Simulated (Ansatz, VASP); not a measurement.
## Two plane-wave programs on LaSi2Ir2

```
La Si Ir
1.0
    -2.03806    2.03806    5.09924
     2.03806   -2.03806    5.09924
     2.03806    2.03806   -5.09924
La Si Ir
1 2 2
Direct
  0.00000 0.00000 0.00000
  0.37303 0.37303 0.00000
  0.62697 0.62697 0.00000
  0.75000 0.25000 0.50000
  0.25000 0.75000 0.50000
```

Alike in both runs: functional LDA; k mesh 16 × 16 × 16; occupations gaussian, width 0.05 eV; no spin polarisation.

Ansatz relaxed the structure, and its values are those at the end. VASP's run is a single point on that final structure, the one shown.

```csv
,VASP,Ansatz
version,VASP 6.6.1,Ansatz 0.2.0
potentials or method,"VASP PAW LDA potentials, release 64 (La, Si, Ir_sv_GW)","scalar-relativistic, plane waves, PAW"
plane-wave cutoff (eV),500,420
valence electrons in the cell,53,53
```

```tsv
	VASP	Ansatz	Ansatz less VASP
gap on the k mesh at the Fermi level (eV)	none	none	-
pressure (GPa)	-0.5	0.0	+0.54
rms of the force components (eV/Å)	0.023	0.001	-0.0226
```

LDA's correlation is that of Perdew and Zunger in VASP and of Perdew and Wang (1992) in Ansatz. A gap of «none» marks a metal or a gap that the smearing closes.

Spin-orbit coupling is off throughout.
